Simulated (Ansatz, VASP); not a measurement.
**One calculation of LaPRuO, two programs**

```
La P Ru O
1.0
     4.03759    0.00000    0.00000
     0.00000    4.03759    0.00000
     0.00000    0.00000    8.32704
La P Ru O
2 2 2 2
Direct
  0.00000 0.50000 0.85321
  0.50000 0.00000 0.14679
  0.50000 0.00000 0.63857
  0.00000 0.50000 0.36143
  0.00000 0.00000 0.50000
  0.50000 0.50000 0.50000
  0.50000 0.50000 0.00000
  0.00000 0.00000 0.00000
```

Alike in both runs: functional PBE; dispersion D3(BJ); k mesh 10 × 10 × 4; occupations gaussian, width 0.1 eV; no spin polarisation.

Ansatz relaxed the structure, and its values are those at the end. VASP's run is a single point on that final structure, the one shown.

|  | VASP | Ansatz |
| --- | --- | --- |
| version | VASP 6.6.1 | Ansatz 0.2.0 |
| potentials or method | VASP PAW PBE potentials, release 64 (La, P, Ru_pv, O), cutoff 520 eV | scalar-relativistic, plane waves, PAW |
| valence electrons in the cell | 72 | 76 |

Ansatz gave:

- gap on the k mesh at the Fermi level (eV): none
- pressure (GPa): 0.0

Q: Estimate VASP's values.

A: gap on the k mesh at the Fermi level (eV): none; pressure (GPa): -0.2.

A gap of «none» marks a metal or a gap that the smearing closes. VASP's potentials hold 72 valence electrons a cell and Ansatz's 76, so a difference there can come from the potentials and not from the codes.

Spin-orbit coupling is off throughout.
